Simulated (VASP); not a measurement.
# MgH5W (P4/mmm) in VASP: further runs

The runs below take MgH5W through single point, relaxation of cell and atoms, with PBE.

Everything below comes from runs of VASP 6.6.1. Logs are shortened: lines on timing, memory, paths and dates and some standing lists are left out, and cuts for length are marked.

### Step 1. The cell of the first run

Symmetry: P4/mmm, No. 123, tetragonal system. The conventional cell has a = 2.888 Å, b = 2.888 Å, c = 6.420 Å, α = 90.00°, β = 90.00°, γ = 90.00°. Within 2.7 Å of Mg (site symmetry 4/mmm) lie 12 H at 2.04 to 2.46 Å. H (site symmetry 2mm) has 2 W at 1.89 Å and 7 H at 2.04 to 2.46 Å and 2 Mg at 2.46 Å within 2.5 Å. H (site symmetry 4/mmm) has 4 Mg at 2.04 Å and 8 H at 2.46 Å within 2.7 Å. Within 2.5 Å of W (site symmetry 4/mmm) lie 8 H at 1.89 Å.

### Step 2. Single point, PBE

INCAR reads:

```
PREC = Accurate
ENCUT = 520
EDIFF = 1E-7
ISMEAR = 0
SIGMA = 0.1
LREAL = False
LASPH = True
NELM = 60
ALGO = Normal
ISIF = 2
LWAVE = False
LCHARG = True
GGA = PE
LELF = True
LVHAR = True
NBANDS = 20
```

KPOINTS reads:

```
Automatic mesh
0
Gamma
  6 6 4
```

POSCAR reads:

```
MgH5W
1.0
    2.8877706471      0.0000000000      0.0000000000
    0.0000000000      2.8877706471      0.0000000000
    0.0000000000      0.0000000000      6.4195481570
Mg H W
1 5 1
Direct
    0.5000000000      0.5000000000      0.0000000000
    0.0000000000      0.5000000000      0.3110253667
    0.0000000000      0.5000000000      0.6889746333
    0.5000000000      0.0000000000      0.3110253667
    0.5000000000      0.0000000000      0.6889746333
    0.0000000000      0.0000000000      0.0000000000
    0.0000000000      0.0000000000      0.5000000000
```

Potentials or basis: VASP PAW PBE potentials, release 64 (Mg, H, W_sv).

Started as:

```console
$ cat potpaw_PBE.64/Mg/POTCAR potpaw_PBE.64/H/POTCAR potpaw_PBE.64/W_sv/POTCAR > POTCAR
$ mpirun -np 1 vasp_std > vasp.out
```

OUTCAR:

```text
PREC = Accurate
   ENCUT = 520
   EDIFF = 1E-7
   ISMEAR = 0
   LREAL = False
   LASPH = True
   NELM = 60
   ISIF = 2
   GGA = PE

 ion  position               nearest neighbor table
   1  0.500  0.500  0.000-   6 2.04   6 2.04   6 2.04   6 2.04
   2  0.000  0.500  0.311-   7 1.89   7 1.89
   3  0.000  0.500  0.689-   7 1.89   7 1.89
   4  0.500  0.000  0.311-   7 1.89   7 1.89
   5  0.500  0.000  0.689-   7 1.89   7 1.89
   6  0.000  0.000  0.000-   1 2.04   1 2.04   1 2.04   1 2.04
   7  0.000  0.000  0.500-   2 1.89   3 1.89   4 1.89   5 1.89   2 1.89   3 1.89   4 1.89   5 1.89

  LATTYP: Found a simple tetragonal cell.
 ALAT       =     2.8877706471
 C/A-ratio  =     2.2230117767

  Lattice vectors:

 A1 = (   2.8877706471,   0.0000000000,   0.0000000000)
 A2 = (   0.0000000000,   2.8877706471,   0.0000000000)
 A3 = (   0.0000000000,   0.0000000000,   6.4195481570)

Analysis of symmetry for initial positions (statically):
=====================================================================
 Subroutine PRICEL returns:
 Original cell was already a primitive cell.

 Routine SETGRP: Setting up the symmetry group for a
 simple tetragonal supercell.

 Subroutine GETGRP returns: Found 16 space group operations
 (whereof 16 operations were pure point group operations)
 out of a pool of 16 trial point group operations.

The static configuration has the point symmetry D_4h.

Analysis of symmetry for dynamics (positions and initial velocities):
=====================================================================
 Subroutine PRICEL returns:
 Original cell was already a primitive cell.

 Routine SETGRP: Setting up the symmetry group for a
 simple tetragonal supercell.

 Subroutine GETGRP returns: Found 16 space group operations
 (whereof 16 operations were pure point group operations)
 out of a pool of 16 trial point group operations.

The dynamic configuration has the point symmetry D_4h.

 Subroutine INISYM returns: Found 16 space group operations
 (whereof 16 operations are pure point group operations),
 and found     1 'primitive' translations

----------------------------------------------------------------------------------------

                                     Primitive cell

  volume of cell :      53.5340

  direct lattice vectors                    reciprocal lattice vectors
     2.887770647  0.000000000  0.000000000     0.346287889  0.000000000  0.000000000
     0.000000000  2.887770647  0.000000000     0.000000000  0.346287889  0.000000000
     0.000000000  0.000000000  6.419548157     0.000000000  0.000000000  0.155774203

  length of vectors
     2.887770647  2.887770647  6.419548157     0.346287889  0.346287889  0.155774203

  position of ions in fractional coordinates (direct lattice)
     0.500000000  0.500000000  0.000000000
     0.000000000  0.500000000  0.311025367
     0.000000000  0.500000000  0.688974633
     0.500000000  0.000000000  0.311025367
     0.500000000  0.000000000  0.688974633
     0.000000000  0.000000000  0.000000000
     0.000000000  0.000000000  0.500000000

  ion indices of the primitive-cell ions
   primitive index   ion index
                 1           1
                 2           2
                 3           3
                 4           4
                 5           5
                 6           6
                 7           7

----------------------------------------------------------------------------------------

 KPOINTS: Automatic mesh

Automatic generation of k-mesh.
 Grid dimensions read from file:
 generate k-points for:    6    6    4

 Generating k-lattice:

  Cartesian coordinates                     Fractional coordinates (reciprocal lattice)
     0.057714648  0.000000000  0.000000000     0.166666667  0.000000000  0.000000000
     0.000000000  0.057714648  0.000000000     0.000000000  0.166666667  0.000000000
     0.000000000  0.000000000  0.038943551     0.000000000  0.000000000  0.250000000

  Length of vectors
     0.057714648  0.057714648  0.038943551

  Shift w.r.t. Gamma in fractional coordinates (k-lattice)
     0.000000000  0.000000000  0.000000000

 Subroutine IBZKPT returns following result:
 ===========================================

 Found     30 irreducible k-points:

 Following reciprocal coordinates:
            Coordinates               Weight
  0.000000  0.000000  0.000000      1.000000
  0.166667  0.000000  0.000000      4.000000
  0.333333  0.000000  0.000000      4.000000
  0.500000  0.000000  0.000000      2.000000
  0.166667  0.166667  0.000000      4.000000
  0.333333  0.166667  0.000000      8.000000
[... 16 lines left out ...]
  0.333333  0.000000  0.500000      4.000000
  0.500000  0.000000  0.500000      2.000000
 [... further k-points ...]
   k-points           NKPTS =     30   k-points in BZ     NKDIM =     30   number of bands    NBANDS=     20
   number of dos      NEDOS =    301   number of ions     NIONS =      7
   total plane-waves  NPLWV =  27648
   dimension x,y,z NGX =    24 NGY =   24 NGZ =   48
   dimension x,y,z NGXF=    48 NGYF=   48 NGZF=   96
   ions per type =               1   5   1
   NGX,Y,Z   is equivalent  to a cutoff of  13.82, 13.82, 12.43 a.u.
   NGXF,Y,Z  is equivalent  to a cutoff of  27.63, 27.63, 24.86 a.u.
 SYSTEM =  unknown system
   PREC   = accura    normal or accurate (medium, high low for compatibility)
   ISTART =      0    job   : 0-new  1-cont  2-samecut
   ICHARG =      2    charge: 1-file 2-atom 10-const
   ISPIN  =      1    spin polarized calculation?
   LNONCOLLINEAR =      F non collinear calculations
   LSORBIT =      F    spin-orbit coupling
   LASPH  =      T    aspherical Exc in radial PAW
   ENCUT  =  520.0 eV  38.22 Ry    6.18 a.u.   5.37  5.37 11.94*2*pi/ulx,y,z
   NELM   =     60;   NELMIN=  2; NELMDL= -5     # of ELM steps
   EDIFF  = 0.1E-06   stopping-criterion for ELM
   LREAL  =      F    real-space projection
   EDIFFG = 0.1E-05   stopping-criterion for IOM
   NSW    =      0    number of steps for IOM
   IBRION =     -1    ionic relax: 0-MD 1-quasi-New 2-CG
   NFREE  =      0    steps in history (QN), initial steepest desc. (CG)
   ISIF   =      2    stress and relaxation
   ISYM   =      2    0-nonsym 1-usesym 2-fastsym
   POTIM  = 0.5000    time-step for ionic-motion
   TEBEG  =    0.0;   TEEND  =   0.0 temperature during run
   PSTRESS=    0.0 pullay stress
   NELECT =      21.0000    total number of electrons
   NUPDOWN=      -1.0000    fix difference up-down
   EMIN   =  10.00;   EMAX   =-10.00  energy-range for DOS
   EFERMI =   0.00;   METHOD = LEGACY
   ISMEAR =     0;   SIGMA  =   0.10  broadening in eV -4-tet -1-fermi 0-gaus
   EFERMI_NEDOS =   21; number of points for ismear=-14 and -15
   IALGO  =     38    algorithm
   IMIX   =      4    mixing-type and parameters
     AMIX     =   0.40;   BMIX     =  1.00
     AMIX_MAG =   1.60;   BMIX_MAG =  1.00
  volume/ion in A,a.u.               =       7.65        51.61
  Fermi-wavevector in a.u.,A,eV,Ry     =   1.198408  2.264662 19.540434  1.436181
  Thomas-Fermi vector in A             =   2.334298
   LORBIT       =      0    0 simple, 1 ext, 2 COOP (PROOUT), +10 PAW based schemes
   GGA     = PE    functional components
   LHFCALC =     F    Hartree Fock is set to
   AEXX    =    0.0000 exact exchange contribution
   IVDW    =     0    specifies the selected vdW correction
   LEPSILON=     F    determine dielectric tensor
   LRPA    =     F    only Hartree local field effects (RPA)
 non-spin polarized calculation
 Gauss-broadening in eV      SIGMA  =   0.10
  energy-cutoff  :      520.00
  volume of cell :       53.53
 maximum number of plane-waves:      1464
 NGX is ok and might be reduce to    24
   NGX = 11   NGY = 11   NGZ = 23

 number of electron      20.9999991 magnetization

 Free energy of the ion-electron system (eV)
  ---------------------------------------------------
  ext. energy  EPLUGINS =         0.00000000
  ---------------------------------------------------
  free energy    TOTEN  =       -30.15201701 eV

  energy without entropy =      -30.14175297  energy(sigma->0) =      -30.14688499

 E-fermi :   5.4826     XC(G=0): -10.5855

 val. band max:        5.4030895207   @ k =   0.5000   0.3333   0.2500
 cond. band min:       5.5208275530   @ k =   0.3333   0.3333   0.5000
 fundamental gap:      0.1177380323
 Fermi energy:         5.4826454888

 k-point     1 :       0.0000    0.0000    0.0000
  band No.  band energies     occupation
      1     -68.9145      2.00000
      2     -33.1772      2.00000
      3     -32.8741      2.00000
      4     -32.8741      2.00000
      5      -5.9316      2.00000
      6      -2.2336      2.00000
[... 12 lines left out ...]
     19      16.1688      0.00000
     20      17.9839      0.00000

 k-point     2 :       0.1667    0.0000    0.0000
  band No.  band energies     occupation
      1     -68.9067      2.00000
      2     -33.1575      2.00000
      3     -33.0238      2.00000
      4     -32.8625      2.00000
      5      -5.3891      2.00000
      6      -2.1118      2.00000
[... 12 lines left out ...]
     19      15.7698      0.00000
     20      16.1923      0.00000

 k-point     3 :       0.3333    0.0000    0.0000
  band No.  band energies     occupation
      1     -68.8910      2.00000
      2     -33.3136      2.00000
      3     -33.1176      2.00000
      4     -32.8393      2.00000
      5      -3.9896      2.00000
      6      -1.9354      2.00000
[... 12 lines left out ...]
     19      15.2761      0.00000
     20      16.1361      0.00000

 k-point     4 :       0.5000    0.0000    0.0000
  band No.  band energies     occupation
      1     -68.8831      2.00000
      2     -33.4540      2.00000
      3     -33.0976      2.00000
      4     -32.8276      2.00000
      5      -2.7701      2.00000
      6      -1.9018      2.00000
[... 429 lines left out ...]
 k-point    23 :       0.3333    0.0000    0.5000
  band No.  band energies     occupation
      1     -68.8910      2.00000
      2     -33.3136      2.00000
      3     -33.1176      2.00000
      4     -32.8393      2.00000
      5      -3.3228      2.00000
      6      -3.1053      2.00000
[... 12 lines left out ...]
     19      16.1414      0.00000
     20      16.5914      0.00000

 k-point    24 :       0.5000    0.0000    0.5000
  band No.  band energies     occupation
      1     -68.8832      2.00000
      2     -33.4540      2.00000
      3     -33.0976      2.00000
      4     -32.8276      2.00000
      5      -2.2343      2.00000
      6      -2.1120      2.00000
[... 12 lines left out ...]
     19      16.1614      0.00000
     20      17.6887      0.00000

 [... further k-points ...]
[... 5 lines left out ...]
  --------------------------------------------------------------------------------------
  -------------------------------------------------------------------------------------
  Total       -0.0989998     -0.0989998      0.0203321      0.0000000     -0.0000000     -0.0000000
  in kB       -2.9628873     -2.9628873      0.6085042      0.0000000     -0.0000000     -0.0000000
  external PRESSURE =      -1.7724235 kB  Pullay stress =       0.0000000 kB

 VOLUME and BASIS-vectors are now :
 -----------------------------------------------------------------------------
  energy-cutoff  :      520.00
  volume of cell :       53.53
      direct lattice vectors                 reciprocal lattice vectors
     2.887770647  0.000000000  0.000000000     0.346287889  0.000000000  0.000000000
     0.000000000  2.887770647  0.000000000     0.000000000  0.346287889  0.000000000
     0.000000000  0.000000000  6.419548157     0.000000000  0.000000000  0.155774203

 POSITION                                       TOTAL-FORCE (eV/Angst)
 -----------------------------------------------------------------------------------
      1.44389      1.44389      0.00000         0.000000      0.000000      0.000000
      0.00000      1.44389      1.99664         0.000000     -0.000000     -0.007667
      0.00000      1.44389      4.42291        -0.000000     -0.000000      0.007667
      1.44389      0.00000      1.99664        -0.000000      0.000000     -0.007667
      1.44389      0.00000      4.42291         0.000000      0.000000      0.007667
      0.00000      0.00000      0.00000         0.000000      0.000000      0.000000
      0.00000      0.00000      3.20977         0.000000      0.000000      0.000000
 -----------------------------------------------------------------------------------
    total drift:                                0.000000      0.000000      0.000000

  FREE ENERGIE OF THE ION-ELECTRON SYSTEM (eV)
  ---------------------------------------------------
  free  energy   TOTEN  =       -30.1520170146 eV

  energy  without entropy=      -30.1417529745  energy(sigma->0) =      -30.14688499
```

It took 14 s on 1 thread of Intel Xeon 6975P-C (Granite Rapids), shared host; peak memory 0.18 GiB.

Results:

```
Free energy   : -30.1520 eV
Pressure      : -0.2 GPa
Largest force : 0.008 eV/Å
```

Forces on the atoms (eV/Å):
```
Mg   0.000  0.000  0.000
H    0.000  0.000 -0.008
H    0.000  0.000  0.008
H    0.000  0.000 -0.008
H    0.000  0.000  0.008
H    0.000  0.000  0.000
W    0.000  0.000  0.000
```

Stress tensor (GPa, compression positive):
```
-0.30  0.00  0.00
 0.00 -0.30  0.00
 0.00  0.00  0.06
```

Levels at points of the mesh, in eV from the Fermi level:
| k point | band 8 | band 9 | band 10 | band 11 | band 12 | band 13 |
| --- | --- | --- | --- | --- | --- | --- |
| (0.00, 0.00, 0.00) | -5.79 | -2.42 | 0.70 | 0.70 | 1.24 | 2.92 |
| (0.50, 0.00, 0.00) | -5.53 | -4.01 | -1.22 | -0.15 | 0.35 | 1.24 |
| (0.50, 0.50, 0.00) | -4.25 | -3.83 | -3.83 | 0.15 | 2.43 | 2.43 |
| (0.00, 0.00, 0.50) | -5.02 | -3.54 | 0.69 | 0.69 | 1.07 | 2.92 |
| (0.50, 0.00, 0.50) | -5.45 | -2.20 | -2.08 | -0.90 | 0.35 | 1.23 |
| (0.50, 0.50, 0.50) | -4.23 | -3.53 | -3.53 | -0.60 | 1.49 | 1.49 |

Caveat: the k points lie up to 0.36 Å⁻¹ apart; spin-orbit coupling is left out, which moves the levels of the heavy elements.

### Step 3. Single point, PBE

This run uses another cell than the first one, of 9.18 Å³/atom, 1.200 times its volume.

INCAR reads:

```
PREC     = Accurate       # precision mode
ENCUT    = 520            # plane-wave cutoff, eV
EDIFF    = 1E-6           # SCF threshold, eV
ISMEAR   = 0              # smearing method
SIGMA    = 0.1            # smearing width, eV
LREAL    = False          # projectors in reciprocal space
LASPH    = True           # aspherical terms in the spheres
NELM     = 100            # most SCF steps
ALGO     = Normal         # electronic algorithm
ISIF     = 2              # what is computed and relaxed
LWAVE    = False          # write WAVECAR
LCHARG   = False          # write CHGCAR
GGA      = PE             # functional
NBANDS   = 20             # bands
```

KPOINTS reads:

```
regular mesh
0
Gamma
  6 6 4
```

POSCAR reads:

```
MgH5W
1.0
    3.3209266400      0.0000000000      0.0000000000
    0.0000000000      3.3209266400      0.0000000000
    0.0000000000      0.0000000000      5.8273710600
Mg H W
1 5 1
Direct
    0.5000000000      0.5000000000      0.0000000000
    0.0000000000      0.5000000000      0.2839645700
    0.0000000000      0.5000000000      0.7160354300
    0.5000000000      0.0000000000      0.2839645700
    0.5000000000      0.0000000000      0.7160354300
    0.0000000000      0.0000000000      0.0000000000
    0.0000000000      0.0000000000      0.5000000000
```

Potentials or basis: VASP PAW PBE potentials, release 64 (Mg, H, W_sv).

Started as:

```console
$ cat potpaw_PBE.64/Mg/POTCAR potpaw_PBE.64/H/POTCAR potpaw_PBE.64/W_sv/POTCAR > POTCAR
$ mpirun -np 1 vasp_std > vasp.out
```

OUTCAR:

```text
PREC = Accurate
   ENCUT = 520
   EDIFF = 1E-6
   ISMEAR = 0
   LREAL = False
   LASPH = True
   NELM = 100
   ISIF = 2
   GGA = PE

 ion  position               nearest neighbor table
   1  0.500  0.500  0.000-
   2  0.000  0.500  0.284-   7 2.08   7 2.08
   3  0.000  0.500  0.716-   7 2.08   7 2.08
   4  0.500  0.000  0.284-   7 2.08   7 2.08
   5  0.500  0.000  0.716-   7 2.08   7 2.08
   6  0.000  0.000  0.000-
[... 763 lines left out ...]
  -------------------------------------------------------------------------------------
  Total       -9.6796643     -9.6796643     -6.9396305      0.0000000      0.0000000      0.0000000
  in kB     -241.3124009   -241.3124009   -173.0038194      0.0000000      0.0000000      0.0000000
  external PRESSURE =    -218.5428737 kB  Pullay stress =       0.0000000 kB

 VOLUME and BASIS-vectors are now :
 -----------------------------------------------------------------------------
  energy-cutoff  :      520.00
  volume of cell :       64.27
      direct lattice vectors                 reciprocal lattice vectors
     3.320926640  0.000000000  0.000000000     0.301120774  0.000000000  0.000000000
     0.000000000  3.320926640  0.000000000     0.000000000  0.301120774  0.000000000
     0.000000000  0.000000000  5.827371060     0.000000000  0.000000000  0.171603969

 POSITION                                       TOTAL-FORCE (eV/Angst)
 -----------------------------------------------------------------------------------
      1.66046      1.66046      0.00000         0.000000     -0.000000      0.000000
      0.00000      1.66046      1.65477        -0.000000      0.000000      1.048299
      0.00000      1.66046      4.17260         0.000000     -0.000000     -1.048299
      1.66046      0.00000      1.65477         0.000000     -0.000000      1.048299
      1.66046      0.00000      4.17260         0.000000      0.000000     -1.048299
      0.00000      0.00000      0.00000         0.000000     -0.000000      0.000000
      0.00000      0.00000      2.91369         0.000000     -0.000000      0.000000
 -----------------------------------------------------------------------------------
    total drift:                               -0.000000     -0.000000      0.000000

  FREE ENERGIE OF THE ION-ELECTRON SYSTEM (eV)
  ---------------------------------------------------
  free  energy   TOTEN  =       -28.2774265649 eV

  energy  without entropy=      -28.2566721237  energy(sigma->0) =      -28.26704934
```

Wall time 18 s (1 thread of Intel Xeon 6975P-C (Granite Rapids), shared host); peak memory 0.2 GiB.

What came out:

| Property | Result |
| --- | --- |
| Free energy | -28.2774 eV |
| Pressure | -21.9 GPa |
| Largest force | 1.048 eV/Å |

Forces on the atoms (eV/Å):
```
Mg   0.000  0.000  0.000
H    0.000  0.000  1.048
H    0.000  0.000 -1.048
H    0.000  0.000  1.048
H    0.000  0.000 -1.048
H    0.000  0.000  0.000
W    0.000  0.000  0.000
```

Caveat: spin-orbit coupling is left out, which moves the levels of the heavy elements; forces of over 1 eV/Å act on the atoms, so gaps and moduli don't describe the material at rest.

(Continued in part 2 of 2.)
